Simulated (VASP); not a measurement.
Set up this calculation in VASP 6.6.1, as the native input.

- Task: relaxation of cell and atoms
- Functional: PBE
- Potentials or basis: VASP PAW PBE potentials, release 64 (Ir)
- Cutoff: 500 eV
- k mesh: 20 × 20 × 20
- Occupations: gaussian, width 0.3 eV
- Spin: no spin polarisation
- Dipole correction: no
- Further INCAR settings: ALGO = Normal; EDIFF = 1e-07; IBRION = 2; EDIFFG = -0.001; NSW = 80; ISIF = 3

The structure of Ir lies in POSCAR:

```
Ir
1.0
    0.0000000000      1.9359345568      1.9359345568
    1.9359345568      0.0000000000      1.9359345568
    1.9359345568      1.9359345568      0.0000000000
Ir
1
Direct
    0.0000000000      0.0000000000      0.0000000000
```

One way to write it, as run:

INCAR

```
SYSTEM = Ir
PREC = Accurate ; ENCUT = 500
EDIFF = 1E-7 ; ISMEAR = 0
SIGMA = 0.3 ; LREAL = .FALSE.
LASPH = .TRUE. ; NELM = 120
ALGO = Normal ; ISIF = 3
LWAVE = .FALSE. ; LCHARG = .FALSE.
GGA = PE ; IBRION = 2
NSW = 80 ; EDIFFG = -0.001
GGA_COMPAT = .FALSE. ; NELMIN = 4
```

KPOINTS

```
regular mesh
0
G
  20 20 20
  0 0 0
```

Potentials or basis: VASP PAW PBE potentials, release 64 (Ir).

Run with:

```console
$ cat potpaw_PBE.64/Ir/POTCAR > POTCAR
$ mpirun -np 1 vasp_std > vasp.out
```

Results of the run:

```yaml
Relaxed_volume: 14.53 Å³/atom
Relaxed_cell: a = 2.739 Å, b = 2.739 Å, c = 2.739 Å, α = 60.00°, β = 60.00°, γ = 60.00°
Space_group_after_relaxing_to_0.1_Å: Fm-3m (No. 225)
Energy_gained_by_relaxing: 0.0 meV/atom
Ionic_steps: 3
Pressure_after_relaxing: 0.0 GPa
Band_gap_on_the_k_mesh: zero (an odd number of electrons rules out a gap without spin polarisation)
```

Caveat: so wide a smearing shifts energies and pressures; spin-orbit coupling is left out, which moves the levels of the heavy elements.

Run time: 26 s on 1 thread of AMD EPYC 9R45 96-Core Processor (Zen 5), with other jobs on the host, peak memory 0.13 GiB.
